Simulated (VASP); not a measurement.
# C (R-3m) in VASP: single point with PBEsol

Aim: the single point of C with PBEsol.

Everything below comes from runs of VASP 6.6.1. Logs are shortened: lines on timing, memory, paths and dates and some standing lists are left out, and cuts for length are marked.

**1. The cell of the first run**

The structure is trigonal, space group R-3m (No. 166). The conventional cell has a = 2.538 Å, b = 2.538 Å, c = 6.148 Å, α = 90.00°, β = 90.00°, γ = 120.00°. C (site symmetry 3m) has 4 C at 1.54 to 1.55 Å within 2.0 Å.

**2. Single point, PBEsol**

Contents of INCAR:

```
SYSTEM = C
PREC = Accurate ; ENCUT = 600
EDIFF = 1E-6 ; ISMEAR = 0
SIGMA = 0.01 ; LREAL = .FALSE.
LASPH = .TRUE. ; NELM = 120
ALGO = Normal ; ISIF = 2
LWAVE = .FALSE. ; LCHARG = .FALSE.
GGA = PS ; NBANDS = 11
GGA_COMPAT = .FALSE.
```

Contents of KPOINTS:

```
Automatic mesh
0
G
  9 9 9
  0 0 0
```

Contents of POSCAR:

```
C
1.0
   -0.0131329370      1.7814679574      1.7814679574
    1.7814679574     -0.0131329370      1.7814679574
    1.7814679574      1.7814679574     -0.0131329370
C
2
Direct
   -0.0000873341     -0.0000873341     -0.0000873341
    0.2500873341      0.2500873341      0.2500873341
```

Potentials or basis: VASP PAW PBE potentials, release 64 (C).

Started as:

```console
$ cat potpaw_PBE.64/C/POTCAR > POTCAR
$ mpirun -np 1 vasp_std > vasp.out
```

OUTCAR:

```text
SYSTEM = C
   PREC = Accurate
   ENCUT = 600
   EDIFF = 1E-6
   ISMEAR = 0
   LREAL = .FALSE.
   LASPH = .TRUE.
   NELM = 120
   ISIF = 2
   GGA = PS

 ion  position               nearest neighbor table
   1  1.000  1.000  1.000-   2 1.54   2 1.55   2 1.55   2 1.55
   2  0.250  0.250  0.250-   1 1.54   1 1.55   1 1.55   1 1.55

  LATTYP: Found a trigonal (rhomboedric) cell.
 ALAT       =     2.5194103756
 COS(alpha) =     0.4926146393

  Lattice vectors:

 A1 = (  -0.0131329370,   1.7814679574,   1.7814679574)
 A2 = (   1.7814679574,  -0.0131329370,   1.7814679574)
 A3 = (   1.7814679574,   1.7814679574,  -0.0131329370)

Analysis of symmetry for initial positions (statically):
=====================================================================
 Subroutine PRICEL returns:
 Original cell was already a primitive cell.

 Routine SETGRP: Setting up the symmetry group for a
 trigonal (rhombohedral) supercell.

 Subroutine GETGRP returns: Found 12 space group operations
 (whereof  6 operations were pure point group operations)
 out of a pool of 12 trial point group operations.

The static configuration has the point symmetry C_3v.
 The point group associated with its full space group is D_3d.

Analysis of symmetry for dynamics (positions and initial velocities):
=====================================================================
 Subroutine PRICEL returns:
 Original cell was already a primitive cell.

 Routine SETGRP: Setting up the symmetry group for a
 trigonal (rhombohedral) supercell.

 Subroutine GETGRP returns: Found 12 space group operations
 (whereof  6 operations were pure point group operations)
 out of a pool of 12 trial point group operations.

The dynamic configuration has the point symmetry C_3v.
 The point group associated with its full space group is D_3d.

 Subroutine INISYM returns: Found 12 space group operations
 (whereof  6 operations are pure point group operations),
 and found     1 'primitive' translations

----------------------------------------------------------------------------------------

                                     Primitive cell

  volume of cell :      11.4325

  direct lattice vectors                    reciprocal lattice vectors
    -0.013132937  1.781467957  1.781467957    -0.277582715  0.279644245  0.279644245
     1.781467957 -0.013132937  1.781467957     0.279644245 -0.277582715  0.279644245
     1.781467957  1.781467957 -0.013132937     0.279644245  0.279644245 -0.277582715

  length of vectors
     2.519410376  2.519410376  2.519410376     0.483170747  0.483170747  0.483170747
[... 85 lines left out ...]
   IBRION =     -1    ionic relax: 0-MD 1-quasi-New 2-CG
   NFREE  =      0    steps in history (QN), initial steepest desc. (CG)
   ISIF   =      2    stress and relaxation
   ISYM   =      2    0-nonsym 1-usesym 2-fastsym
   POTIM  = 0.5000    time-step for ionic-motion
   TEBEG  =    0.0;   TEEND  =   0.0 temperature during run
   PSTRESS=    0.0 pullay stress
   NELECT =       8.0000    total number of electrons
   NUPDOWN=      -1.0000    fix difference up-down
   EMIN   =  10.00;   EMAX   =-10.00  energy-range for DOS
   EFERMI =   0.00;   METHOD = LEGACY
   ISMEAR =     0;   SIGMA  =   0.01  broadening in eV -4-tet -1-fermi 0-gaus
   EFERMI_NEDOS =   21; number of points for ismear=-14 and -15
   IALGO  =     38    algorithm
   IMIX   =      4    mixing-type and parameters
     AMIX     =   0.40;   BMIX     =  1.00
     AMIX_MAG =   1.60;   BMIX_MAG =  1.00
  volume/ion in A,a.u.               =       5.72        38.58
  Fermi-wavevector in a.u.,A,eV,Ry     =   1.453421  2.746568 28.741398  2.112433
  Thomas-Fermi vector in A             =   2.570690
   LORBIT       =      0    0 simple, 1 ext, 2 COOP (PROOUT), +10 PAW based schemes
   GGA     = PS    functional components
   LHFCALC =     F    Hartree Fock is set to
   AEXX    =    0.0000 exact exchange contribution
   IVDW    =     0    specifies the selected vdW correction
   LEPSILON=     F    determine dielectric tensor
   LRPA    =     F    only Hartree local field effects (RPA)
 non-spin polarized calculation
 Gauss-broadening in eV      SIGMA  =   0.01
  energy-cutoff  :      600.00
  volume of cell :       11.43
 maximum number of plane-waves:       388
   NGX =  9   NGY =  9   NGZ =  9

 number of electron       7.9999999 magnetization

 Free energy of the ion-electron system (eV)
  ---------------------------------------------------
  ext. energy  EPLUGINS =         0.00000000
  ---------------------------------------------------
  free energy    TOTEN  =       -19.24673663 eV

  energy without entropy =      -19.24673663  energy(sigma->0) =      -19.24673663

 E-fermi :   9.7757     XC(G=0): -13.3943

 val. band max:        9.6134267700   @ k =   0.0000   0.0000   0.0000
 cond. band min:      13.6099323223   @ k =   0.3333   0.3333  -0.0000
 fundamental gap:      3.9965055523
 Fermi energy:         9.7757479306

 k-point     1 :       0.0000    0.0000    0.0000
  band No.  band energies     occupation
      1     -11.8216      2.00000
      2       9.5861      2.00000
      3       9.5861      2.00000
      4       9.6134      2.00000
      5      15.0105      0.00000
      6      15.0105      0.00000
      7      15.3127      0.00000
      8      22.7979      0.00000
      9      28.4568      0.00000
     10      35.9801      0.00000
     11      35.9801      0.00000
[... 309 lines left out ...]
 k-point    24 :       0.4444    0.4444    0.0000
  band No.  band energies     occupation
      1      -4.8425      2.00000
      2      -1.3024      2.00000
      3       3.3390      2.00000
      4       3.4944      2.00000
      5      13.7553      0.00000
      6      14.8751      0.00000
      7      25.8748      0.00000
      8      25.9010      0.00000
      9      32.0499      0.00000
     10      32.7885      0.00000
     11      42.0218      0.00000

 [... further k-points ...]
[... 5 lines left out ...]
  --------------------------------------------------------------------------------------
  -------------------------------------------------------------------------------------
  Total       -0.5487088     -0.5487088     -0.5487088      0.2915709      0.2915709      0.2915709
  in kB      -76.8975549    -76.8975549    -76.8975549     40.8615467     40.8615467     40.8615467
  external PRESSURE =     -76.8975549 kB  Pullay stress =       0.0000000 kB

 VOLUME and BASIS-vectors are now :
 -----------------------------------------------------------------------------
  energy-cutoff  :      600.00
  volume of cell :       11.43
      direct lattice vectors                 reciprocal lattice vectors
    -0.013132937  1.781467957  1.781467957    -0.277582715  0.279644245  0.279644245
     1.781467957 -0.013132937  1.781467957     0.279644245 -0.277582715  0.279644245
     1.781467957  1.781467957 -0.013132937     0.279644245  0.279644245 -0.277582715

 POSITION                                       TOTAL-FORCE (eV/Angst)
 -----------------------------------------------------------------------------------
      3.54949      3.54949      3.54949        -0.003612     -0.003612     -0.003612
      0.88776      0.88776      0.88776         0.003612      0.003612      0.003612
 -----------------------------------------------------------------------------------
    total drift:                                0.000000      0.000000      0.000000

  FREE ENERGIE OF THE ION-ELECTRON SYSTEM (eV)
  ---------------------------------------------------
  free  energy   TOTEN  =       -19.2467366262 eV

  energy  without entropy=      -19.2467366262  energy(sigma->0) =      -19.24673663
```

stdout:

```text
POSCAR found type information on POSCAR C
 POSCAR found :  1 types and       2 ions
 scaLAPACK will be used
 -----------------------------------------------------------------------------
|                                                                             |
|                                                                             |
|     You enforced a specific xc type in the INCAR file but a different       |
|     I HOPE YOU KNOW WHAT YOU ARE DOING!                                     |
|                                                                             |
 -----------------------------------------------------------------------------

 LDA part: xc-table for (Slater+PW92), standard interpolation
 POSCAR, INCAR and KPOINTS ok, starting setup
 FFT: planning ... GRIDC
 FFT: planning ... GRID_SOFT
 FFT: planning ... GRID
 WAVECAR not read
 entering main loop
```

Run time: 16 s. Hardware: 1 thread of AMD EPYC 7R13, shared host; peak memory 0.09 GiB.

Results:

```yaml
Free_energy: -19.2467 eV
Pressure: -7.7 GPa
Largest_force: 0.006 eV/Å
Band_gap_on_the_k_mesh: 4.00 eV, indirect (least direct gap 5.40 eV)
```

Forces on the atoms (eV/Å):
```
C   -0.004 -0.004 -0.004
C    0.004  0.004  0.004
```

Stress tensor (GPa, compression positive):
```
-7.69  4.09  4.09
 4.09 -7.69  4.09
 4.09  4.09 -7.69
```

Levels at points of the mesh, in eV from the valence-band top:
| k point | band 2 | band 3 | band 4 | band 5 | band 6 | band 7 |
| --- | --- | --- | --- | --- | --- | --- |
| (0.00, 0.00, 0.00) | -0.03 | -0.03 | 0.00 | 5.40 | 5.40 | 5.70 |

Caveat: the PAW data sets were made with another functional, which shifts forces and pressure a little. A k mesh can miss the band edges.
